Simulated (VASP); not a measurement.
# GaSb (I-4m2) in VASP: further runs

GaSb is run at these levels: PBEsol; tasks: single point.

Program: VASP 6.6.1. These are calculated values, not measurements. Logs are shortened: lines on timing, memory, paths and dates and some standing lists are left out, and cuts for length are marked.

## Step 1: The cell of the first run

It takes space group I-4m2 (No. 119, tetragonal). Conventional cell: a = 5.394 Å, b = 5.394 Å, c = 3.116 Å, α = 90.00°, β = 90.00°, γ = 90.00°. Ga (site symmetry -4m2) has 8 Sb at 2.81 to 3.57 Å and 2 Ga at 3.12 Å within 3.7 Å. Sb (site symmetry -4m2) has 8 Ga at 2.81 to 3.57 Å and 2 Sb at 3.12 Å within 3.7 Å.

## Step 2: Single point, PBEsol

INCAR reads:

```
SYSTEM = GaSb
PREC = Accurate
ENCUT = 500
EDIFF = 1E-6
ISMEAR = -1
SIGMA = 0.1
LREAL = .False.
LASPH = .True.
NELM = 120
ALGO = Normal
ISIF = 2
LWAVE = .False.
LCHARG = .False.
GGA = PS
NBANDS = 16
GGA_COMPAT = .False.
```

KPOINTS reads:

```
Automatic mesh
0
Gamma
  8 8 8
  0 0 0
```

POSCAR reads:

```
GaSb
1.0
   -2.6972256977      2.6972256977      1.5582344802
    2.6972256977     -2.6972256977      1.5582344802
    2.6972256977      2.6972256977     -1.5582344802
Ga Sb
1 1
Direct
    0.2500000000      0.7500000000      0.5000000000
    0.0000000000      0.0000000000      0.0000000000
```

Potentials or basis: VASP PAW PBE potentials, release 64 (Ga_d, Sb).

Started as:

```
cat potpaw_PBE.64/Ga_d/POTCAR potpaw_PBE.64/Sb/POTCAR > POTCAR
mpirun -np 1 vasp_std > vasp.out
```

OUTCAR:

```text
SYSTEM = GaSb
   PREC = Accurate
   ENCUT = 500
   EDIFF = 1E-6
   ISMEAR = -1
   LREAL = .False.
   LASPH = .True.
   NELM = 120
   ISIF = 2
   GGA = PS

 ion  position               nearest neighbor table
   1  0.250  0.750  0.500-   2 2.81   2 2.81   2 2.81   2 2.81
   2  0.000  0.000  0.000-   1 2.81   1 2.81   1 2.81   1 2.81

  LATTYP: Found a body centered tetragonal cell.
 ALAT       =     5.3944513954
 C/A-ratio  =     0.5777174975

  Lattice vectors:

 A1 = (  -2.6972256977,   2.6972256977,   1.5582344802)
 A2 = (   2.6972256977,  -2.6972256977,   1.5582344802)
 A3 = (   2.6972256977,   2.6972256977,  -1.5582344802)

Analysis of symmetry for initial positions (statically):
=====================================================================
 Subroutine PRICEL returns:
 Original cell was already a primitive cell.

 Routine SETGRP: Setting up the symmetry group for a
 body centered tetragonal supercell.

 Subroutine GETGRP returns: Found  8 space group operations
 (whereof  8 operations were pure point group operations)
 out of a pool of 16 trial point group operations.

The static configuration has the point symmetry D_2d.

Analysis of symmetry for dynamics (positions and initial velocities):
=====================================================================
 Subroutine PRICEL returns:
 Original cell was already a primitive cell.

 Routine SETGRP: Setting up the symmetry group for a
 body centered tetragonal supercell.

 Subroutine GETGRP returns: Found  8 space group operations
 (whereof  8 operations were pure point group operations)
 out of a pool of 16 trial point group operations.

The dynamic configuration has the point symmetry D_2d.

 Subroutine INISYM returns: Found  8 space group operations
 (whereof  8 operations are pure point group operations),
 and found     1 'primitive' translations

----------------------------------------------------------------------------------------

                                     Primitive cell

  volume of cell :      45.3448

  direct lattice vectors                    reciprocal lattice vectors
    -2.697225698  2.697225698  1.558234480     0.000000000  0.185375662  0.320875970
     2.697225698 -2.697225698  1.558234480     0.185375662  0.000000000  0.320875970
     2.697225698  2.697225698 -1.558234480     0.185375662  0.185375662  0.000000000

  length of vectors
     4.120454784  4.120454784  4.120454784     0.370574586  0.370574586  0.262160776

  position of ions in fractional coordinates (direct lattice)
     0.250000000  0.750000000  0.500000000
     0.000000000  0.000000000  0.000000000

  ion indices of the primitive-cell ions
   primitive index   ion index
                 1           1
                 2           2

----------------------------------------------------------------------------------------

 KPOINTS: Automatic mesh

Automatic generation of k-mesh.
 Grid dimensions read from file:
 generate k-points for:    8    8    8

 Generating k-lattice:

  Cartesian coordinates                     Fractional coordinates (reciprocal lattice)
     0.000000000  0.023171958  0.040109496     0.125000000  0.000000000 -0.000000000
     0.023171958  0.000000000  0.040109496     0.000000000  0.125000000 -0.000000000
     0.023171958  0.023171958  0.000000000     0.000000000  0.000000000  0.125000000

  Length of vectors
     0.046321823  0.046321823  0.032770097

  Shift w.r.t. Gamma in fractional coordinates (k-lattice)
     0.000000000  0.000000000  0.000000000

 Subroutine IBZKPT returns following result:
 ===========================================

 Found     59 irreducible k-points:

 Following reciprocal coordinates:
            Coordinates               Weight
  0.000000  0.000000  0.000000      1.000000
  0.125000  0.000000 -0.000000      8.000000
  0.250000  0.000000 -0.000000      8.000000
  0.375000  0.000000 -0.000000      8.000000
  0.500000  0.000000 -0.000000      4.000000
  0.125000  0.125000 -0.000000      8.000000
[... 16 lines left out ...]
  0.250000  0.125000  0.125000     16.000000
  0.375000  0.125000  0.125000      8.000000
 [... further k-points ...]
   k-points           NKPTS =     59   k-points in BZ     NKDIM =     59   number of bands    NBANDS=     16
   number of dos      NEDOS =    301   number of ions     NIONS =      2
   total plane-waves  NPLWV =  27000
   dimension x,y,z NGX =    30 NGY =   30 NGZ =   30
   dimension x,y,z NGXF=    60 NGYF=   60 NGZF=   60
   ions per type =               1   1
   NGX,Y,Z   is equivalent  to a cutoff of  12.10, 12.10, 12.10 a.u.
   NGXF,Y,Z  is equivalent  to a cutoff of  24.21, 24.21, 24.21 a.u.
 SYSTEM =  GaSb
   PREC   = accura    normal or accurate (medium, high low for compatibility)
   ISTART =      0    job   : 0-new  1-cont  2-samecut
   ICHARG =      2    charge: 1-file 2-atom 10-const
   ISPIN  =      1    spin polarized calculation?
   LNONCOLLINEAR =      F non collinear calculations
   LSORBIT =      F    spin-orbit coupling
   LASPH  =      T    aspherical Exc in radial PAW
   ENCUT  =  500.0 eV  36.75 Ry    6.06 a.u.   7.51  7.51  7.51*2*pi/ulx,y,z
   NELM   =    120;   NELMIN=  2; NELMDL= -5     # of ELM steps
   EDIFF  = 0.1E-05   stopping-criterion for ELM
   LREAL  =      F    real-space projection
   EDIFFG = 0.1E-04   stopping-criterion for IOM
   NSW    =      0    number of steps for IOM
   IBRION =     -1    ionic relax: 0-MD 1-quasi-New 2-CG
   NFREE  =      0    steps in history (QN), initial steepest desc. (CG)
   ISIF   =      2    stress and relaxation
   ISYM   =      2    0-nonsym 1-usesym 2-fastsym
   POTIM  = 0.5000    time-step for ionic-motion
   TEBEG  =    0.0;   TEEND  =   0.0 temperature during run
   PSTRESS=    0.0 pullay stress
   NELECT =      18.0000    total number of electrons
   NUPDOWN=      -1.0000    fix difference up-down
   EMIN   =  10.00;   EMAX   =-10.00  energy-range for DOS
   EFERMI =   0.00;   METHOD = LEGACY
   ISMEAR =    -1;   SIGMA  =   0.10  broadening in eV -4-tet -1-fermi 0-gaus
   EFERMI_NEDOS =   21; number of points for ismear=-14 and -15
   IALGO  =     38    algorithm
   IMIX   =      4    mixing-type and parameters
     AMIX     =   0.40;   BMIX     =  1.00
     AMIX_MAG =   1.60;   BMIX_MAG =  1.00
  volume/ion in A,a.u.               =      22.67       153.00
  Fermi-wavevector in a.u.,A,eV,Ry     =   1.203160  2.273642 19.695696  1.447593
  Thomas-Fermi vector in A             =   2.338921
   LORBIT       =      0    0 simple, 1 ext, 2 COOP (PROOUT), +10 PAW based schemes
   GGA     = PS    functional components
   LHFCALC =     F    Hartree Fock is set to
   AEXX    =    0.0000 exact exchange contribution
   IVDW    =     0    specifies the selected vdW correction
   LEPSILON=     F    determine dielectric tensor
   LRPA    =     F    only Hartree local field effects (RPA)
 non-spin polarized calculation
  energy-cutoff  :      500.00
  volume of cell :       45.34
 maximum number of plane-waves:      1173
   NGX = 15   NGY = 15   NGZ = 15

 number of electron      18.0000009 magnetization

 Free energy of the ion-electron system (eV)
  ---------------------------------------------------
  ext. energy  EPLUGINS =         0.00000000
  ---------------------------------------------------
  free energy    TOTEN  =        -7.90849576 eV

  energy without entropy =       -7.88359260  energy(sigma->0) =       -7.89604418

 E-fermi :   7.1061     XC(G=0): -10.6453

 val. band max:        7.0937716738   @ k =  -0.2500   0.5000   0.1250
 cond. band min:       7.1482182020   @ k =   0.5000   0.5000  -0.0000
 fundamental gap:      0.0544465282
 Fermi energy:         7.1060643334

 k-point     1 :       0.0000    0.0000    0.0000
  band No.  band energies     occupation
      1      -7.8531      2.00000
      2      -7.7626      2.00000
      3      -7.7560      2.00000
      4      -7.7209      2.00000
      5      -7.7209      2.00000
      6      -5.2965      2.00000
[... 8 lines left out ...]
     15      17.3039      0.00000
     16      18.0947      0.00000

 k-point     2 :       0.1250    0.0000   -0.0000
  band No.  band energies     occupation
      1      -7.8305      2.00000
      2      -7.7652      2.00000
      3      -7.7523      2.00000
      4      -7.7307      2.00000
      5      -7.7305      2.00000
      6      -4.9797      2.00000
[... 8 lines left out ...]
     15      16.2455      0.00000
     16      16.8795      0.00000

 k-point     3 :       0.2500    0.0000   -0.0000
  band No.  band energies     occupation
      1      -7.7833      2.00000
      2      -7.7688      2.00000
      3      -7.7588      2.00000
      4      -7.7503      2.00000
      5      -7.7383      2.00000
      6      -4.0394      2.00000
[... 8 lines left out ...]
     15      14.8384      0.00000
     16      17.3020      0.00000

 k-point     4 :       0.3750    0.0000   -0.0000
  band No.  band energies     occupation
      1      -7.7951      2.00000
      2      -7.7822      2.00000
      3      -7.7688      2.00000
      4      -7.7288      2.00000
      5      -7.7145      2.00000
      6      -2.5546      2.00000
[... 8 lines left out ...]
     15      15.3435      0.00000
     16      18.6839      0.00000
[... 324 lines left out ...]
 k-point    22 :       0.1250    0.1250    0.1250
  band No.  band energies     occupation
      1      -7.7781      2.00000
      2      -7.7740      2.00000
      3      -7.7573      2.00000
      4      -7.7517      2.00000
      5      -7.7356      2.00000
      6      -3.7638      2.00000
[... 8 lines left out ...]
     15      15.2807      0.00000
     16      15.4985      0.00000

 k-point    23 :       0.2500    0.1250    0.1250
  band No.  band energies     occupation
      1      -7.7915      2.00000
      2      -7.7815      2.00000
      3      -7.7694      2.00000
      4      -7.7312      2.00000
      5      -7.7129      2.00000
      6      -2.3176      2.00000
[... 8 lines left out ...]
     15      15.5369      0.00000
     16      17.1086      0.00000

 k-point    24 :       0.3750    0.1250    0.1250
  band No.  band energies     occupation
      1      -7.8020      2.00000
      2      -7.7896      2.00000
      3      -7.7723      2.00000
      4      -7.7270      2.00000
      5      -7.6913      2.00000
      6      -1.1501      2.00000
[... 8 lines left out ...]
     15      16.1397      0.00000
     16      16.6650      0.00000

 [... further k-points ...]
[... 5 lines left out ...]
  --------------------------------------------------------------------------------------
  -------------------------------------------------------------------------------------
  Total        0.1552188      0.1552188      0.1603260      0.0000000      0.0000000      0.0000000
  in kB        5.4843788      5.4843788      5.6648333      0.0000000      0.0000000      0.0000000
  external PRESSURE =       5.5445303 kB  Pullay stress =       0.0000000 kB

 VOLUME and BASIS-vectors are now :
 -----------------------------------------------------------------------------
  energy-cutoff  :      500.00
  volume of cell :       45.34
      direct lattice vectors                 reciprocal lattice vectors
    -2.697225698  2.697225698  1.558234480     0.000000000  0.185375662  0.320875970
     2.697225698 -2.697225698  1.558234480     0.185375662  0.000000000  0.320875970
     2.697225698  2.697225698 -1.558234480     0.185375662  0.185375662  0.000000000

 POSITION                                       TOTAL-FORCE (eV/Angst)
 -----------------------------------------------------------------------------------
      2.69723      0.00000      0.77912        -0.000000     -0.000000     -0.000000
      0.00000      0.00000      0.00000         0.000000      0.000000      0.000000
 -----------------------------------------------------------------------------------
    total drift:                                0.000000     -0.000000      0.000000

  FREE ENERGIE OF THE ION-ELECTRON SYSTEM (eV)
  ---------------------------------------------------
  free  energy   TOTEN  =        -7.9084957637 eV

  energy  without entropy=       -7.8835926038  energy(sigma->0) =       -7.89604418
```

Run time: 53 s. Hardware: 1 thread of AMD EPYC 7R43 (Zen 3), shared host; peak memory 0.16 GiB.

Results:

```
Free energy            : -7.9085 eV
Pressure               : 0.6 GPa
Band gap on the k mesh : zero (band 9 reaches 8.90 eV, above the bottom of band 10 at 4.92 eV)
```

Levels at points of the mesh, in eV from the Fermi level:
| k point | band 6 | band 7 | band 8 | band 9 | band 10 | band 11 | band 12 | band 13 |
| --- | --- | --- | --- | --- | --- | --- | --- | --- |
| (0.00, 0.00, 0.00) | -12.40 | -2.74 | -1.99 | -1.99 | 3.30 | 5.42 | 7.46 | 7.46 |
| (0.50, 0.00, 0.00) | -8.41 | -5.90 | -2.45 | -1.60 | -1.24 | 2.30 | 3.45 | 5.39 |
| (0.50, 0.50, 0.00) | -10.78 | -8.41 | 0.04 | 1.80 | 2.34 | 2.46 | 4.82 | 6.70 |
| (0.50, 0.50, 0.50) | -9.44 | -6.09 | -5.33 | -5.33 | 3.62 | 5.04 | 11.06 | 11.06 |

Caveat: the PAW data sets were made with another functional, which shifts forces and pressure a little; spin-orbit coupling is left out, which moves the levels of the heavy elements.

## Step 3: Single point, PBEsol

This run uses another cell than the first one, of 23.40 Å³/atom, 1.032 times its volume.

INCAR reads:

```
SYSTEM = GaSb
PREC     = Accurate       ! precision mode
ENCUT    = 500            ! plane-wave cutoff, eV
EDIFF    = 1E-6           ! SCF threshold, eV
ISMEAR   = -1             ! smearing method
SIGMA    = 0.1            ! smearing width, eV
LREAL    = .FALSE.        ! projectors in reciprocal space
LASPH    = .TRUE.         ! aspherical terms in the spheres
NELM     = 120            ! most SCF steps
ALGO     = Normal         ! electronic algorithm
ISIF     = 2              ! what is computed and relaxed
LWAVE    = .FALSE.        ! write WAVECAR
LCHARG   = .TRUE.         ! write CHGCAR
GGA      = PS             ! functional
LELF     = .TRUE.         ! ELF
LVHAR    = .TRUE.       
NBANDS   = 16             ! bands
GGA_COMPAT= .FALSE.
```

KPOINTS reads:

```
Automatic mesh
0
G
  8 8 8
  0 0 0
```

POSCAR reads:

```
GaSb
1.0
   -2.7256196337      2.7256196337      1.5746381539
    2.7256196337     -2.7256196337      1.5746381539
    2.7256196337      2.7256196337     -1.5746381539
Ga Sb
1 1
Direct
    0.2500000000      0.7500000000      0.5000000000
    0.0000000000      0.0000000000      0.0000000000
```

Potentials or basis: VASP PAW PBE potentials, release 64 (Ga_d, Sb).

Started as:

```
cat potpaw_PBE.64/Ga_d/POTCAR potpaw_PBE.64/Sb/POTCAR > POTCAR
mpirun -np 1 vasp_std > vasp.out
```

OUTCAR:

```text
SYSTEM = GaSb
   PREC = Accurate
   ENCUT = 500
   EDIFF = 1E-6
   ISMEAR = -1
   LREAL = .FALSE.
   LASPH = .TRUE.
   NELM = 120
   ISIF = 2
   GGA = PS

 ion  position               nearest neighbor table
   1  0.250  0.750  0.500-   2 2.84   2 2.84   2 2.84   2 2.84
   2  0.000  0.000  0.000-   1 2.84   1 2.84   1 2.84   1 2.84

  LATTYP: Found a body centered tetragonal cell.
 ALAT       =     5.4512392674
 C/A-ratio  =     0.5777174975

  Lattice vectors:

 A1 = (  -2.7256196337,   2.7256196337,   1.5746381539)
 A2 = (   2.7256196337,  -2.7256196337,   1.5746381539)
 A3 = (   2.7256196337,   2.7256196337,  -1.5746381539)

Analysis of symmetry for initial positions (statically):
=====================================================================
 Subroutine PRICEL returns:
 Original cell was already a primitive cell.

 Routine SETGRP: Setting up the symmetry group for a
 body centered tetragonal supercell.

[... 154 lines left out ...]

 number of electron      18.0000000 magnetization

 Free energy of the ion-electron system (eV)
  ---------------------------------------------------
  ext. energy  EPLUGINS =         0.00000000
  ---------------------------------------------------
  free energy    TOTEN  =        -7.90592378 eV

  energy without entropy =       -7.88081103  energy(sigma->0) =       -7.89336740

 E-fermi :   6.7319     XC(G=0): -10.5003

 val. band max:        6.6322562099   @ k =   0.2500   0.0000   0.0000
 cond. band min:       6.7539649190   @ k =  -0.2500   0.5000   0.1250
 fundamental gap:      0.1217087091
 Fermi energy:         6.7318678374

 k-point     1 :       0.0000    0.0000    0.0000
  band No.  band energies     occupation
      1      -8.1815      2.00000
      2      -8.0941      2.00000
      3      -8.0871      2.00000
      4      -8.0596      2.00000
      5      -8.0596      2.00000
      6      -5.4198      2.00000
[... 433 lines left out ...]
      3      -8.1032      2.00000
      4      -8.0613      2.00000
      5      -8.0330      2.00000
      6      -1.4686      2.00000
[... 8 lines left out ...]
     15      15.6604      0.00000
     16      16.0930      0.00000

 [... further k-points ...]
[... 5 lines left out ...]
  --------------------------------------------------------------------------------------
  -------------------------------------------------------------------------------------
  Total       -0.4307477     -0.4307477     -0.3055081      0.0000000      0.0000000      0.0000000
  in kB      -14.7489909    -14.7489909    -10.4607320      0.0000000      0.0000000      0.0000000
  external PRESSURE =     -13.3195712 kB  Pullay stress =       0.0000000 kB

 VOLUME and BASIS-vectors are now :
 -----------------------------------------------------------------------------
  energy-cutoff  :      500.00
  volume of cell :       46.79
      direct lattice vectors                 reciprocal lattice vectors
    -2.725619634  2.725619634  1.574638154     0.000000000  0.183444525  0.317533269
     2.725619634 -2.725619634  1.574638154     0.183444525  0.000000000  0.317533269
     2.725619634  2.725619634 -1.574638154     0.183444525  0.183444525  0.000000000

 POSITION                                       TOTAL-FORCE (eV/Angst)
 -----------------------------------------------------------------------------------
      2.72562     -0.00000      0.78732        -0.000000     -0.000000      0.000000
      0.00000      0.00000      0.00000         0.000000      0.000000     -0.000000
 -----------------------------------------------------------------------------------
    total drift:                                0.000000     -0.000000      0.000000

  FREE ENERGIE OF THE ION-ELECTRON SYSTEM (eV)
  ---------------------------------------------------
  free  energy   TOTEN  =        -7.9059237751 eV

  energy  without entropy=       -7.8808110335  energy(sigma->0) =       -7.89336740
```

It took 65 s on 1 thread of AMD EPYC 7R43 (Zen 3), shared host; peak memory 0.16 GiB.

Results:

```yaml
Free_energy: -7.9059 eV
Pressure: -1.3 GPa
Band_gap_on_the_k_mesh: zero (band 9 reaches 8.54 eV, above the bottom of band 10 at 4.64 eV)
```

Caveat: the PAW data sets were made with another functional, which shifts forces and pressure a little; spin-orbit coupling is left out, which moves the levels of the heavy elements.

[end of part 1 of 2]
